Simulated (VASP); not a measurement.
# Au (C2/m) in VASP: single point with PBE

Aim: the single point of Au with PBE.

All numbers are computed with VASP 6.6.1; they aren't measurements. Logs are shortened: lines on timing, memory, paths and dates and some standing lists are left out, and cuts for length are marked.

## 1. The cell of the first run

Symmetry: C2/m, No. 12, monoclinic system. The conventional cell has a = 5.104 Å, b = 2.840 Å, c = 2.975 Å, α = 90.00°, β = 123.40°, γ = 90.00°. Within 3.7 Å of Au (site symmetry 2/m) lie 12 Au at 2.84 to 3.00 Å.

## 2. Single point, PBE

INCAR reads:

```
ALGO = Fast
EDIFF = 1E-6
ENCUT = 520
GGA = PE
ISIF = 2
ISMEAR = 0
LASPH = True
LCHARG = False
LREAL = False
LWAVE = False
NBANDS = 30
NELM = 60
PREC = Accurate
SIGMA = 0.1
```

KPOINTS reads:

```
k-points
0
Gamma
  7 6 14
```

POSCAR reads:

```
Au
1.0
    5.2931304610      0.0000000000      0.0000000000
    0.0000000000      5.6802178820      0.0000000000
   -1.7643768203      0.0000000000      2.3949304732
Au
4
Direct
    0.0000000000      0.5000000000      0.0000000000
    0.5000000000      0.7500000000      0.0000000000
    0.0000000000      0.0000000000      0.0000000000
    0.5000000000      0.2500000000      0.0000000000
```

Potentials or basis: VASP PAW PBE potentials, release 64 (Au).

The run is started by

```
$ cat potpaw_PBE.64/Au/POTCAR > POTCAR
$ mpirun -np 1 vasp_std > vasp.out
```

OUTCAR:

```text
EDIFF = 1E-6
   ENCUT = 520
   GGA = PE
   ISIF = 2
   ISMEAR = 0
   LASPH = True
   LREAL = False
   NELM = 60
   PREC = Accurate

 ion  position               nearest neighbor table
   1  0.000  0.500  0.000-   3 2.84   3 2.84   2 2.92   4 2.92   2 2.92   4 2.92   2 3.00   4 3.00
                             4 3.00   2 3.00
   2  0.500  0.750  0.000-   4 2.84   4 2.84   1 2.92   3 2.92   1 2.92   3 2.92   1 3.00   3 3.00
                             1 3.00   3 3.00
   3  0.000  0.000  0.000-   1 2.84   1 2.84   2 2.92   4 2.92   2 2.92   4 2.92   2 3.00   4 3.00
                             4 3.00   2 3.00
   4  0.500  0.250  0.000-   2 2.84   2 2.84   1 2.92   3 2.92   1 2.92   3 2.92   1 3.00   3 3.00
                             3 3.00   1 3.00

  LATTYP: Found a simple monoclinic cell.
 ALAT       =     2.9746794005
 B/A-ratio  =     1.9095227140
 C/A-ratio  =     1.4336721539
 COS(beta)  =    -0.0386530802

  Lattice vectors:

 A1 = (  -1.7643768203,   0.0000000000,   2.3949304732)
 A2 = (   0.0000000000,  -5.6802178820,   0.0000000000)
 A3 = (   3.5287536407,   0.0000000000,   2.3949304732)

Analysis of symmetry for initial positions (statically):
=====================================================================
 Subroutine PRICEL returns following result:

  LATTYP: Found a base centered monoclinic cell.
 ALAT       =     5.1044875796
 B/A-ratio  =     0.5563945248
 C/A-ratio  =     0.5827576919
 COS(beta)  =    -0.5504636822

  Lattice vectors:

 A1 = (  -0.8821884102,   1.4200544705,  -2.3949304732)
 A2 = (  -0.8821884102,  -1.4200544705,  -2.3949304732)
 A3 = (  -1.7643768203,   0.0000000000,   2.3949304732)

   4 primitive cells build up your supercell.

 Routine SETGRP: Setting up the symmetry group for a
 simple monoclinic supercell.

 Subroutine GETGRP returns: Found  4 space group operations
 (whereof  4 operations were pure point group operations)
 out of a pool of  4 trial point group operations.

The static configuration has the point symmetry C_2h.

Analysis of symmetry for dynamics (positions and initial velocities):
=====================================================================
 Subroutine PRICEL returns following result:

  LATTYP: Found a base centered monoclinic cell.
 ALAT       =     5.1044875796
 B/A-ratio  =     0.5563945248
[... 107 lines left out ...]
   PREC   = accura    normal or accurate (medium, high low for compatibility)
   ISTART =      0    job   : 0-new  1-cont  2-samecut
   ICHARG =      2    charge: 1-file 2-atom 10-const
   ISPIN  =      1    spin polarized calculation?
   LNONCOLLINEAR =      F non collinear calculations
   LSORBIT =      F    spin-orbit coupling
   LASPH  =      T    aspherical Exc in radial PAW
   ENCUT  =  520.0 eV  38.22 Ry    6.18 a.u.   9.84 10.56  5.53*2*pi/ulx,y,z
   NELM   =     60;   NELMIN=  2; NELMDL= -5     # of ELM steps
   EDIFF  = 0.1E-05   stopping-criterion for ELM
   LREAL  =      F    real-space projection
   EDIFFG = 0.1E-04   stopping-criterion for IOM
   NSW    =      0    number of steps for IOM
   IBRION =     -1    ionic relax: 0-MD 1-quasi-New 2-CG
   NFREE  =      0    steps in history (QN), initial steepest desc. (CG)
   ISIF   =      2    stress and relaxation
   ISYM   =      2    0-nonsym 1-usesym 2-fastsym
   POTIM  = 0.5000    time-step for ionic-motion
   TEBEG  =    0.0;   TEEND  =   0.0 temperature during run
   PSTRESS=    0.0 pullay stress
   NELECT =      44.0000    total number of electrons
   NUPDOWN=      -1.0000    fix difference up-down
   EMIN   =  10.00;   EMAX   =-10.00  energy-range for DOS
   EFERMI =   0.00;   METHOD = LEGACY
   ISMEAR =     0;   SIGMA  =   0.10  broadening in eV -4-tet -1-fermi 0-gaus
   EFERMI_NEDOS =   21; number of points for ismear=-14 and -15
   IALGO  =     68    algorithm
   IMIX   =      4    mixing-type and parameters
     AMIX     =   0.40;   BMIX     =  1.00
     AMIX_MAG =   1.60;   BMIX_MAG =  1.00
  volume/ion in A,a.u.               =      18.00       121.48
  Fermi-wavevector in a.u.,A,eV,Ry     =   1.389213  2.625232 26.258063  1.929913
  Thomas-Fermi vector in A             =   2.513265
   LORBIT       =      0    0 simple, 1 ext, 2 COOP (PROOUT), +10 PAW based schemes
   GGA     = PE    functional components
   LHFCALC =     F    Hartree Fock is set to
   AEXX    =    0.0000 exact exchange contribution
   IVDW    =     0    specifies the selected vdW correction
   LEPSILON=     F    determine dielectric tensor
   LRPA    =     F    only Hartree local field effects (RPA)
 non-spin polarized calculation
 RMM-DIIS sequential band-by-band and
 Gauss-broadening in eV      SIGMA  =   0.10
  energy-cutoff  :      520.00
  volume of cell :       72.01
 maximum number of plane-waves:      1960
   NGX = 19   NGY = 21   NGZ = 11

 number of electron      43.9999997 magnetization

 Free energy of the ion-electron system (eV)
  ---------------------------------------------------
  ext. energy  EPLUGINS =         0.00000000
  ---------------------------------------------------
  free energy    TOTEN  =       -12.85812642 eV

  energy without entropy =      -12.85185266  energy(sigma->0) =      -12.85498954

 E-fermi :   8.6352     XC(G=0): -12.3888

 val. band max:        8.6333359601   @ k =   0.2857   0.0000   0.0714
 cond. band min:       8.6421036026   @ k =   0.4286   0.3333   0.2143
 fundamental gap:      0.0087676425
 Fermi energy:         8.6351936427

 k-point     1 :       0.0000    0.0000    0.0000
  band No.  band energies     occupation
      1      -0.7076      2.00000
      2       1.9246      2.00000
      3       2.2984      2.00000
      4       3.1080      2.00000
      5       3.1080      2.00000
      6       3.5491      2.00000
[... 781 lines left out ...]
     29      17.9790      0.00000
     30      19.1584      0.00000

 [... further k-points ...]
[... 5 lines left out ...]
  --------------------------------------------------------------------------------------
  -------------------------------------------------------------------------------------
  Total       -0.7304459      0.5120855     -0.0532729      0.0000000      0.0000000      0.1365781
  in kB      -16.2527979     11.3941659     -1.1853499      0.0000000      0.0000000      3.0389336
  external PRESSURE =      -2.0146606 kB  Pullay stress =       0.0000000 kB

 VOLUME and BASIS-vectors are now :
 -----------------------------------------------------------------------------
  energy-cutoff  :      520.00
  volume of cell :       72.01
      direct lattice vectors                 reciprocal lattice vectors
     5.293130461  0.000000000  0.000000000     0.188924117  0.000000000  0.139182885
     0.000000000  5.680217882  0.000000000     0.000000000  0.176049585  0.000000000
    -1.764376820  0.000000000  2.394930473     0.000000000  0.000000000  0.417548656

 POSITION                                       TOTAL-FORCE (eV/Angst)
 -----------------------------------------------------------------------------------
      0.00000      2.84011      0.00000         0.000000      0.000000     -0.000000
      2.64657      4.26016      0.00000         0.000000      0.000000      0.000000
      0.00000      0.00000      0.00000         0.000000     -0.000000     -0.000000
      2.64657      1.42005      0.00000        -0.000000     -0.000000      0.000000
 -----------------------------------------------------------------------------------
    total drift:                                0.000000     -0.000000     -0.000000

  FREE ENERGIE OF THE ION-ELECTRON SYSTEM (eV)
  ---------------------------------------------------
  free  energy   TOTEN  =       -12.8581264187 eV

  energy  without entropy=      -12.8518526589  energy(sigma->0) =      -12.85498954
```

stdout:

```text
POSCAR found type information on POSCAR Au
 POSCAR found :  1 types and       4 ions
 scaLAPACK will be used
 LDA part: xc-table for (Slater+PW92), standard interpolation
 POSCAR, INCAR and KPOINTS ok, starting setup
 FFT: planning ... GRIDC
 FFT: planning ... GRID_SOFT
 FFT: planning ... GRID
 WAVECAR not read
 entering main loop
```

Run time: 5.4 min. Hardware: 1 thread of Intel Xeon 8259CL, shared host; peak memory 0.42 GiB.

What came out:

```yaml
Free_energy: -12.8581 eV
Pressure: -0.2 GPa
Band_gap_on_the_k_mesh: zero (bands 22 and 23 overlap by 4.15 eV)
```

Stress tensor (GPa, compression positive):
```
-1.63  0.00  0.30
 0.00  1.14  0.00
 0.30  0.00 -0.12
```

Caveat: spin-orbit coupling is left out, which moves the levels of the heavy elements.
